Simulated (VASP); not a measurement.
# C in VASP: a series of runs

C is run at these levels: PBE+D3(BJ); tasks: single point.

Everything below comes from runs of VASP 6.6.1. Logs are shortened: lines on timing, memory, paths and dates and some standing lists are left out, and cuts for length are marked.

**1. The cell of the first run**

The cell holds a slab with vacuum, 4 atoms: a = 2.466 Å, b = 2.466 Å, c = 17.500 Å, α = 90.00°, β = 90.00°, γ = 120.00°.

**2. Single point, PBE+D3(BJ) (layers slid over each other)**

File INCAR:

```
PREC = Accurate
ENCUT = 520
EDIFF = 1E-6
ISMEAR = 0
SIGMA = 0.1
LREAL = F
LASPH = T
NELM = 80
ALGO = Normal
ISIF = 2
LWAVE = F
LCHARG = F
LDIPOL = T
IDIPOL = 3
DIPOL = 0.5 0.5 0.352
GGA = PE
IVDW = 12
NBANDS = 16
```

File KPOINTS:

```
Automatic mesh
0
Gamma
  15 15 1
```

File POSCAR:

```
C
1.0
    2.4657189596      0.0000000000      0.0000000000
   -1.2328594798      2.1353752576      0.0000000000
    0.0000000000      0.0000000000     17.5000000000
C
4
Direct
    0.3333333333      0.6666666667      0.2571428571
    0.6666666667      0.3333333333      0.2571428571
    0.6666666667      1.3333333333      0.4462857143
    1.0000000000      1.0000000000      0.4462857143
```

Potentials or basis: VASP PAW PBE potentials, release 64 (C).

Run with:

```console
cat potpaw_PBE.64/C/POTCAR > POTCAR
mpirun -np 1 vasp_std > vasp.out
```

OUTCAR:

```text
PREC = Accurate
   ENCUT = 520
   EDIFF = 1E-6
   ISMEAR = 0
   LREAL = F
   LASPH = T
   NELM = 80
   ISIF = 2
   GGA = PE
   IVDW = 12
 IVDW          = 12

 ion  position               nearest neighbor table
   1  0.333  0.667  0.257-   2 1.42   2 1.42   2 1.42
   2  0.667  0.333  0.257-   1 1.42   1 1.42   1 1.42
   3  0.667  0.333  0.446-   4 1.42   4 1.42   4 1.42
   4  0.000  0.000  0.446-   3 1.42   3 1.42   3 1.42

  LATTYP: Found a hexagonal cell.
 ALAT       =     2.4657189596
 C/A-ratio  =     7.0973214250

  Lattice vectors:

 A1 = (   2.4657189596,   0.0000000000,   0.0000000000)
 A2 = (  -1.2328594798,   2.1353752576,   0.0000000000)
 A3 = (   0.0000000000,   0.0000000000,  17.5000000000)

Analysis of symmetry for initial positions (statically):
=====================================================================
 Subroutine PRICEL returns:
 Original cell was already a primitive cell.

 Routine SETGRP: Setting up the symmetry group for a
 hexagonal supercell.

 Subroutine GETGRP returns: Found 12 space group operations
 (whereof  6 operations were pure point group operations)
 out of a pool of 24 trial point group operations.

The static configuration has the point symmetry C_3v.
 The point group associated with its full space group is D_3d.

Analysis of symmetry for dynamics (positions and initial velocities):
=====================================================================
 Subroutine PRICEL returns:
 Original cell was already a primitive cell.

 Routine SETGRP: Setting up the symmetry group for a
 hexagonal supercell.

 Subroutine GETGRP returns: Found 12 space group operations
 (whereof  6 operations were pure point group operations)
 out of a pool of 24 trial point group operations.

The dynamic configuration has the point symmetry C_3v.
 The point group associated with its full space group is D_3d.

 Subroutine INISYM returns: Found 12 space group operations
 (whereof  6 operations are pure point group operations),
 and found     1 'primitive' translations

----------------------------------------------------------------------------------------

                                     Primitive cell

  volume of cell :      92.1416

  direct lattice vectors                    reciprocal lattice vectors
     2.465718960  0.000000000  0.000000000     0.405561224  0.234150882  0.000000000
    -1.232859480  2.135375258  0.000000000     0.000000000  0.468301764  0.000000000
     0.000000000  0.000000000 17.500000000     0.000000000  0.000000000  0.057142857

  length of vectors
     2.465718960  2.465718960 17.500000000     0.468301764  0.468301764  0.057142857

  position of ions in fractional coordinates (direct lattice)
     0.333333333  0.666666667  0.257142857
     0.666666667  0.333333333  0.257142857
     0.666666667  0.333333333  0.446285714
     0.000000000  0.000000000  0.446285714

  ion indices of the primitive-cell ions
   primitive index   ion index
                 1           1
                 2           2
                 3           3
                 4           4

----------------------------------------------------------------------------------------

 KPOINTS: Automatic mesh

Automatic generation of k-mesh.
 Grid dimensions read from file:
 generate k-points for:   15   15    1

 Generating k-lattice:

  Cartesian coordinates                     Fractional coordinates (reciprocal lattice)
     0.027037415  0.015610059  0.000000000     0.066666667  0.000000000  0.000000000
     0.000000000  0.031220118  0.000000000     0.000000000  0.066666667  0.000000000
     0.000000000  0.000000000  0.057142857     0.000000000  0.000000000  1.000000000

  Length of vectors
     0.031220118  0.031220118  0.057142857

  Shift w.r.t. Gamma in fractional coordinates (k-lattice)
     0.000000000  0.000000000  0.000000000

 Subroutine IBZKPT returns following result:
 ===========================================

 Found     27 irreducible k-points:

 Following reciprocal coordinates:
            Coordinates               Weight
  0.000000  0.000000  0.000000      1.000000
  0.066667  0.000000  0.000000      6.000000
  0.133333  0.000000  0.000000      6.000000
  0.200000  0.000000  0.000000      6.000000
  0.266667  0.000000  0.000000      6.000000
  0.333333  0.000000  0.000000      6.000000
[... 16 lines left out ...]
  0.333333  0.200000  0.000000     12.000000
  0.400000  0.200000  0.000000      6.000000
 [... further k-points ...]
   k-points           NKPTS =     27   k-points in BZ     NKDIM =     27   number of bands    NBANDS=     16
   number of dos      NEDOS =    301   number of ions     NIONS =      4
   total plane-waves  NPLWV =  45360
   dimension x,y,z NGX =    18 NGY =   18 NGZ =  140
   dimension x,y,z NGXF=    36 NGYF=   36 NGZF=  280
   ions per type =               4
   NGX,Y,Z   is equivalent  to a cutoff of  12.14, 12.14, 13.30 a.u.
   NGXF,Y,Z  is equivalent  to a cutoff of  24.27, 24.27, 26.60 a.u.
 SYSTEM =  unknown system
   PREC   = accura    normal or accurate (medium, high low for compatibility)
   ISTART =      0    job   : 0-new  1-cont  2-samecut
   ICHARG =      2    charge: 1-file 2-atom 10-const
   ISPIN  =      1    spin polarized calculation?
   LNONCOLLINEAR =      F non collinear calculations
   LSORBIT =      F    spin-orbit coupling
   LASPH  =      T    aspherical Exc in radial PAW
   ENCUT  =  520.0 eV  38.22 Ry    6.18 a.u.   4.58  4.58 32.54*2*pi/ulx,y,z
   NELM   =     80;   NELMIN=  2; NELMDL= -5     # of ELM steps
   EDIFF  = 0.1E-05   stopping-criterion for ELM
   LREAL  =      F    real-space projection
   EDIFFG = 0.1E-04   stopping-criterion for IOM
   NSW    =      0    number of steps for IOM
   IBRION =     -1    ionic relax: 0-MD 1-quasi-New 2-CG
   NFREE  =      0    steps in history (QN), initial steepest desc. (CG)
   ISIF   =      2    stress and relaxation
   ISYM   =      2    0-nonsym 1-usesym 2-fastsym
   POTIM  = 0.5000    time-step for ionic-motion
   TEBEG  =    0.0;   TEEND  =   0.0 temperature during run
   PSTRESS=    0.0 pullay stress
   NELECT =      16.0000    total number of electrons
   NUPDOWN=      -1.0000    fix difference up-down
   EMIN   =  10.00;   EMAX   =-10.00  energy-range for DOS
   EFERMI =   0.00;   METHOD = LEGACY
   ISMEAR =     0;   SIGMA  =   0.10  broadening in eV -4-tet -1-fermi 0-gaus
   EFERMI_NEDOS =   21; number of points for ismear=-14 and -15
   IALGO  =     38    algorithm
   IMIX   =      4    mixing-type and parameters
     AMIX     =   0.40;   BMIX     =  1.00
     AMIX_MAG =   1.60;   BMIX_MAG =  1.00
  volume/ion in A,a.u.               =      23.04       155.45
  Fermi-wavevector in a.u.,A,eV,Ry     =   0.913334  1.725951 11.349690  0.834179
  Thomas-Fermi vector in A             =   2.037833
   LORBIT       =      0    0 simple, 1 ext, 2 COOP (PROOUT), +10 PAW based schemes
   GGA     = PE    functional components
   LHFCALC =     F    Hartree Fock is set to
   AEXX    =    0.0000 exact exchange contribution
   IVDW    =    12    specifies the selected vdW correction
   LEPSILON=     F    determine dielectric tensor
   LRPA    =     F    only Hartree local field effects (RPA)
 non-spin polarized calculation
 Gauss-broadening in eV      SIGMA  =   0.10
  energy-cutoff  :      520.00
  volume of cell :       92.14
 maximum number of plane-waves:      2521
   NGX =  9   NGY =  9   NGZ = 65

 dipolmoment           0.000000      0.000000      0.000224 electrons x Angstroem

 number of electron      15.9999998 magnetization

 dipolmoment           0.000000      0.000000     -0.000001 electrons x Angstroem

 Free energy of the ion-electron system (eV)
  ---------------------------------------------------
  ext. energy  EPLUGINS =         0.00000000
  ---------------------------------------------------
  free energy    TOTEN  =       -36.86716671 eV

  energy without entropy =      -36.86616370  energy(sigma->0) =      -36.86666520

 E-fermi :  -0.8456     XC(G=0):  -4.4236

 val. band max:       -0.8456412017   @ k =   0.3333   0.3333   0.0000
 cond. band min:      -0.8456372716   @ k =   0.3333   0.3333   0.0000
 fundamental gap:      0.0000039301
 Fermi energy:        -0.8456392154

 k-point     1 :       0.0000    0.0000    0.0000
  band No.  band energies     occupation
      1     -20.4365      2.00000
      2     -20.2693      2.00000
      3      -8.9561      2.00000
      4      -7.9149      2.00000
      5      -3.8736      2.00000
      6      -3.8736      2.00000
[... 8 lines left out ...]
     15       7.4689      0.00000
     16       7.4983      0.00000

 k-point     2 :       0.0667    0.0000    0.0000
  band No.  band energies     occupation
      1     -20.3309      2.00000
      2     -20.1648      2.00000
      3      -8.8288      2.00000
      4      -7.7919      2.00000
      5      -4.3011      2.00000
      6      -4.2846      2.00000
[... 8 lines left out ...]
     15       7.5591      0.00000
     16       7.9197      0.00000

 k-point     3 :       0.1333    0.0000    0.0000
  band No.  band energies     occupation
      1     -20.0148      2.00000
      2     -19.8518      2.00000
      3      -8.4489      2.00000
      4      -7.4251      2.00000
      5      -5.4352      2.00000
      6      -5.4061      2.00000
[... 8 lines left out ...]
     15       7.6071      0.00000
     16       8.9635      0.00000

 k-point     4 :       0.2000    0.0000    0.0000
  band No.  band energies     occupation
      1     -19.4905      2.00000
      2     -19.3327      2.00000
      3      -7.8227      2.00000
      4      -6.9896      2.00000
      5      -6.9458      2.00000
      6      -6.8218      2.00000
[... 8 lines left out ...]
     15       7.4848      0.00000
     16       7.6691      0.00000

 k-point     5 :       0.2667    0.0000    0.0000
  band No.  band energies     occupation
      1     -18.7622      2.00000
      2     -18.6117      2.00000
      3      -8.7286      2.00000
      4      -8.6686      2.00000
      5      -6.9633      2.00000
      6      -6.0559      2.00000
[... 8 lines left out ...]
     15       7.2026      0.00000
     16       7.9966      0.00000

 k-point     6 :       0.3333    0.0000    0.0000
  band No.  band energies     occupation
      1     -17.8377      2.00000
      2     -17.6965      2.00000
      3     -10.4997      2.00000
      4     -10.4245      2.00000
      5      -6.6265      2.00000
      6      -6.5966      2.00000
[... 8 lines left out ...]
     15       7.5658      0.00000
     16       9.2520      0.00000
[... 267 lines left out ...]
 k-point    21 :       0.2000    0.2000    0.0000
  band No.  band energies     occupation
      1     -17.6361      2.00000
      2     -17.4968      2.00000
      3      -9.7892      2.00000
      4      -9.7533      2.00000
      5      -8.3068      2.00000
      6      -8.2801      2.00000
[... 8 lines left out ...]
     15       9.4444      0.00000
     16       9.9526      0.00000

 k-point    22 :       0.2667    0.2000    0.0000
  band No.  band energies     occupation
      1     -16.6357      2.00000
      2     -16.5068      2.00000
      3     -11.0824      2.00000
      4     -11.0231      2.00000
      5      -9.1338      2.00000
      6      -9.0905      2.00000
[... 8 lines left out ...]
     15      10.1091      0.00000
     16      10.5051      0.00000

 k-point    23 :       0.3333    0.2000    0.0000
  band No.  band energies     occupation
      1     -15.4852      2.00000
      2     -15.3706      2.00000
      3     -12.5156      2.00000
      4     -12.4357      2.00000
      5      -9.5663      2.00000
      6      -9.5112      2.00000
[... 8 lines left out ...]
     15      10.6059      0.00000
     16      11.1200      0.00000

 k-point    24 :       0.4000    0.2000    0.0000
  band No.  band energies     occupation
      1     -14.5329      2.00000
      2     -14.4733      2.00000
      3     -13.5285      2.00000
      4     -13.4907      2.00000
      5      -9.7005      2.00000
      6      -9.6424      2.00000
[... 8 lines left out ...]
     15      11.1069      0.00000
     16      11.2374      0.00000

 [... further k-points ...]

------------------------ aborting loop because EDIFF is reached ----------------------------------------

 vacuum level on the upper side and lower side of the slab       (xc-potential included)        -0.136        -0.137

 Edisp (eV)   -0.48401

 E8    (eV) :    -0.1449

  FORCE on cell =-STRESS in cart. coord.  units (eV):
  Direction    XX          YY          ZZ          XY          YZ          ZX
  --------------------------------------------------------------------------------------
  -------------------------------------------------------------------------------------
  Total       0.10485     0.10485     0.07822     0.00000    -0.00000     0.00000
  in kB       1.82317     1.82317     1.36009     0.00000    -0.00000     0.00000
  external pressure =        1.67 kB  Pullay stress =        0.00 kB

 VOLUME and BASIS-vectors are now :
 -----------------------------------------------------------------------------
  energy-cutoff  :      520.00
  volume of cell :       92.14
      direct lattice vectors                 reciprocal lattice vectors
     2.465718960  0.000000000  0.000000000     0.405561224  0.234150882  0.000000000
    -1.232859480  2.135375258  0.000000000     0.000000000  0.468301764  0.000000000
     0.000000000  0.000000000 17.500000000     0.000000000  0.000000000  0.057142857

 POSITION                                       TOTAL-FORCE (eV/Angst)
 -----------------------------------------------------------------------------------
     -0.00000      1.42358      4.50000        -0.000000      0.000000     -0.027315
      1.23286      0.71179      4.50000         0.000000     -0.000000     -0.004040
      1.23286      0.71179      7.81000        -0.000000      0.000000      0.004040
      0.00000      0.00000      7.81000         0.000000     -0.000000      0.027315
 -----------------------------------------------------------------------------------
    total drift:                               -0.000000      0.000000     -0.000021

  FREE ENERGIE OF THE ION-ELECTRON SYSTEM (eV)
  ---------------------------------------------------
  free  energy   TOTEN  =       -37.3511809558 eV

  energy  without entropy=      -37.3501779498  energy(sigma->0) =      -37.35067945

 vacuum level on the upper side and lower side of the slab         3.361         3.360
```

Wall time 79 s (1 thread of Intel Xeon 8259CL, shared host); peak memory 0.21 GiB.

Results:

- Free energy: -37.3512 eV
- Largest force: 0.027 eV/Å
- Band gap on the k mesh: zero (filled and empty bands touch)
- Dispersion energy per atom: -0.121 eV

Forces in eV/Å, atoms in the order of the input:
```
C    0.000  0.000 -0.027
C    0.000  0.000 -0.004
C    0.000  0.000  0.004
C    0.000  0.000  0.027
```

Caveat: the cell differs from its parent crystal (layers slid over each other).

**3. Single point, PBE+D3(BJ)**

File INCAR:

```
SYSTEM = C
ALGO = Normal
DIPOL = 0.5 0.5 0.352
EDIFF = 1E-7
ENCUT = 520
GGA = PE
IDIPOL = 3
ISIF = 2
ISMEAR = 0
IVDW = 12
LASPH = .TRUE.
LCHARG = .TRUE.
LDIPOL = .TRUE.
LELF = .TRUE.
LREAL = .FALSE.
LVACPOTAV = .TRUE.
LVHAR = .TRUE.
LWAVE = .FALSE.
NBANDS = 16
NELM = 60
PREC = Accurate
SIGMA = 0.1
```

File KPOINTS:

```
k-points
0
G
  15 15 1
  0 0 0
```

POSCAR is that of step 2.

Potentials or basis: VASP PAW PBE potentials, release 64 (C).

Run with:

```console
cat potpaw_PBE.64/C/POTCAR > POTCAR
mpirun -np 1 vasp_std > vasp.out
```

Run time: 90 s. Hardware: 1 thread of Intel Xeon 8259CL, shared host; peak memory 0.21 GiB.

It converged, with:

```yaml
Free_energy: -37.3512 eV
Largest_force: 0.027 eV/Å
Band_gap_on_the_k_mesh: zero (filled and empty bands touch)
Dispersion_energy_per_atom: -0.121 eV
```

Forces on the atoms (eV/Å):
```
C    0.000  0.000 -0.027
C    0.000  0.000 -0.004
C    0.000  0.000  0.004
C    0.000  0.000  0.027
```

Levels at points of the mesh, in eV from the Fermi level:
| k point | band 6 | band 7 | band 8 | band 9 | band 10 | band 11 |
| --- | --- | --- | --- | --- | --- | --- |
| (0.00, 0.00, 0.00) | -3.03 | -3.02 | -3.02 | 3.44 | 3.88 | 4.80 |
